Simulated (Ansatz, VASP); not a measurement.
This is a calculation of AlN for VASP 6.6.1.

File INCAR:

```
AGGAC    = 0.0          
ALDAC    = 0.0          
ALGO     = Normal         # electronic algorithm
EDIFF    = 1E-6           # SCF threshold, eV
ENCUT    = 600            # plane-wave cutoff, eV
GGA      = PE             # functional
GGA_COMPAT= F            
ISIF     = 2              # what is computed and relaxed
ISMEAR   = -1             # smearing method
LASPH    = T              # aspherical terms in the spheres
LCHARG   = T              # write CHGCAR
LELF     = T              # ELF
LREAL    = F              # projectors in reciprocal space
LVHAR    = T            
LWAVE    = F              # write WAVECAR
NBANDS   = 11             # bands
NELM     = 120            # most SCF steps
PREC     = Accurate       # precision mode
SIGMA    = 0.05           # smearing width, eV
```

The input KPOINTS:

```
k-points
0
Gamma
  10 10 10
```

The input POSCAR:

```
AlN
1.0
    0.0000000000      2.1693354430      2.1693354430
    2.1693354430      0.0000000000      2.1693354430
    2.1693354430      2.1693354430      0.0000000000
Al N
1 1
Direct
    0.0000000000      0.0000000000      0.0000000000
    0.2500000000      0.2500000000      0.2500000000
```

Potentials or basis: VASP PAW PBE potentials, release 64 (Al, N).

Launch:

```bash
$ cat potpaw_PBE.64/Al/POTCAR potpaw_PBE.64/N/POTCAR > POTCAR
$ mpirun -np 1 vasp_std > vasp.out
```

Question: Set up the same calculation for Ansatz 0.2.0. Potentials there: Ansatz PAW.

Answer: As run (the cutoff follows the program's own potentials):

The input input.yaml:

```yaml
crystal:
  lattice:
    - [0.0, 2.169335443, 2.169335443]
    - [2.169335443, 0.0, 2.169335443]
    - [2.169335443, 2.169335443, 0.0]
  atoms:
    - { symbol: Al, position: [0.0, 0.0, 0.0] }
    - { symbol: "N", position: [0.25, 0.25, 0.25] }
hamiltonian:
  xc: { exchange: pbe, correlation: none }
  pseudopotentials: { kind: paw }
kpoints:
  mp_grid: { grid: [10, 10, 10] }
scf:
  occupations: { method: fermi_dirac, width: 0.05 }
output:
  forces: true
  stress: true
  eigenvalues: true
```

Potentials or basis: Ansatz PAW.

Run with:

```sh
$ ansatz run input.yaml --threads 2 --pin off --max-ram 5120MiB --backend cpu --events-out ev --progress --plain --runs-dir out
```

Both were run:

|  | VASP | Ansatz | Ansatz less VASP |
| --- | --- | --- | --- |
| gap on the k mesh at the Fermi level (eV) | 3.67 | 3.69 | +0.017 |
| least direct gap on the mesh (eV) | 4.69 | 4.70 | +0.015 |
| pressure (GPa) | 24.0 | 23.8 | -0.23 |

VASP's potentials were made for PBE, not for PBE exchange alone.
